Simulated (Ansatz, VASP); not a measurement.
One calculation of KTaO3, two programs

```
CELL_PARAMETERS angstrom
3.94223 0.00000 0.00000
0.00000 3.94223 0.00000
0.00000 0.00000 3.94223
ATOMIC_POSITIONS crystal
K 0.50000 0.50000 0.50000
Ta 0.00000 0.00000 0.00000
O 0.50000 0.00000 0.00000
O 0.00000 0.50000 0.00000
O 0.00000 0.00000 0.50000
```

Alike in both runs: task single point; functional PBE; k mesh 6 × 6 × 6; no spin polarisation.

|  | VASP | Ansatz |
| --- | --- | --- |
| version | VASP 6.6.1 | Ansatz 0.2.0 |
| potentials or method | VASP PAW PBE potentials, release 64 (K_sv, Ta_sv_GW, O) | plane waves, PAW |
| plane-wave cutoff (eV) | 600 | 420 |
| occupations | gaussian, width 0.01 eV | fixed |
| valence electrons in the cell | 40 | 40 |

|  | VASP | Ansatz | Ansatz less VASP |
| --- | --- | --- | --- |
| gap on the k mesh at the Fermi level (eV) | 2.29 | 2.30 | +0.012 |
| pressure (GPa) | 13.6 | 13.4 | -0.25 |

Spin-orbit coupling is off throughout.
